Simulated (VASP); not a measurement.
# SiW6: single point with PBE+D3(BJ)

Slab: SiW6, a slab with vacuum.

```
CELL_PARAMETERS angstrom
4.46825 0.00000 0.00000
-2.23413 3.86962 0.00000
0.00000 0.00000 21.72591
ATOMIC_POSITIONS crystal
W 0.66667 0.33333 0.18411
W 0.33333 0.66667 0.22609
W 0.00000 0.00000 0.26807
W 0.66667 0.33333 0.30709
W 0.33333 0.66667 0.34670
W 0.00000 0.00000 0.38322
Si 0.22222 0.88889 0.49829
```

| Item | Value |
| --- | --- |
| Program | VASP 6.6.1 |
| Task | single point |
| Functional | PBE |
| Dispersion | D3(BJ) |
| Potentials or basis | VASP PAW PBE potentials, release 64 (W_sv, Si) |
| Cutoff | 520 eV |
| k mesh | 6 × 6 × 1 |
| Occupations | gaussian, width 0.1 eV |
| Spin | no spin polarisation |
| Dipole correction | yes |
| Further INCAR settings | ALGO = Normal; EDIFF = 1e-06; NBANDS = 53 |

- Largest force: 2.105 eV/Å
- Band gap on the k mesh: zero (band 44 reaches 0.33 eV, above the bottom of band 45 at -0.06 eV)
- Dispersion energy per atom: -0.408 eV

Forces in eV/Å, atoms in the order of the input:
```
W    0.080 -0.071  2.102
W   -0.077  0.025 -0.725
W    0.152 -0.023 -2.052
W   -0.237  0.177 -0.321
W   -0.355  0.192  1.003
W    0.508 -0.277  2.011
Si  -0.071 -0.024 -2.019
```

Levels at points of the mesh, in eV from the Fermi level:
| k point | band 41 | band 42 | band 43 | band 44 | band 45 | band 46 | band 47 | band 48 |
| --- | --- | --- | --- | --- | --- | --- | --- | --- |
| (0.00, 0.00, 0.00) | -1.13 | -1.08 | -0.99 | -0.44 | 0.76 | 1.23 | 1.52 | 1.61 |
| (0.50, 0.00, 0.00) | -0.96 | -0.72 | -0.30 | 0.08 | 0.24 | 0.35 | 0.72 | 0.96 |
| (0.00, 0.50, 0.00) | -0.96 | -0.70 | -0.25 | 0.08 | 0.27 | 0.45 | 0.65 | 1.08 |
| (0.50, 0.50, 0.00) | -1.28 | -0.77 | -0.29 | 0.02 | 0.11 | 0.26 | 0.65 | 1.31 |

Wall time 12 min on 1 thread of Intel(R) Xeon(R) Platinum 8375C CPU @ 2.90GHz (Ice Lake), with other jobs on the host, peak memory 0.66 GiB.

Caveat: spin-orbit coupling is left out, which moves the levels of the heavy elements.
